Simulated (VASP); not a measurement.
Runs of VASP 6.6.1 on I. The structure is orthorhombic, space group Cmce (No. 64). Conventional cell: a = 8.938 Å, b = 4.603 Å, c = 9.876 Å, α = 90.00°, β = 90.00°, γ = 90.00°. Within 3.7 Å of I (site symmetry m) lie 3 I at 2.81 to 3.42 Å. 

| smearing | gap on the mesh (eV) | pressure (GPa) | largest force (eV/Å) |
| --- | --- | --- | --- |
| methfessel-paxton 0.3 eV | 1.00 | -0.1 | 0.02 |
| methfessel-paxton 0.1 eV | 1.00 | -0.1 | 0.01 |
| methfessel-paxton 0.2 eV | 1.00 | -0.1 | 0.02 |
| methfessel-paxton 0.6 eV | (a) | -0.2 | 0.02 |

Alike in all rows: task single point; level PBE; potentials or basis VASP PAW PBE potentials, release 64 (I); no spin polarisation; cell as given; k mesh 8 × 8 × 4; cutoff (eV) 520.

Estimate the missing entries.

(a) 0.99.

Caveats: spin-orbit coupling is left out, which moves the levels of the heavy elements; so wide a smearing shifts energies and pressures (at least some runs).

A k mesh can miss the band edges, and the runs leave out spin-orbit coupling on I.
